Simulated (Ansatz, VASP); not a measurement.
AgCl: VASP beside Ansatz

```
CELL_PARAMETERS angstrom
0.00000 2.99325 2.99325
2.99325 0.00000 2.99325
2.99325 2.99325 0.00000
ATOMIC_POSITIONS crystal
Ag 0.00000 0.00000 0.00000
Cl 0.25000 0.25000 0.25000
```

Alike in both runs: task single point; functional PBE-based screened hybrid with a share of 0.75 of exact exchange and HFSCREEN = 0.2078; k mesh 4 × 4 × 4; no spin polarisation.

|  | VASP | Ansatz |
| --- | --- | --- |
| version | VASP 6.6.1 | Ansatz 0.2.0 |
| potentials or method | VASP PAW PBE potentials, release 64 (Ag_sv_GW, Cl) | plane waves |
| plane-wave cutoff (eV) | 470 | 420 |
| occupations | gaussian, width 0.01 eV | fixed |
| valence electrons in the cell | 26 | 26 |

Ansatz gave:

- gap on the k mesh at the Fermi level (eV): 5.79

Task: Which values does VASP return?

Result: gap on the k mesh at the Fermi level (eV): 5.80.

VASP's potentials were made for PBE, not for PBE-based screened hybrid. Ansatz's warnings: stress exchange threshold loose, stress scf threshold loose.

The k mesh is coarse, so the values compare programs but aren't converged.
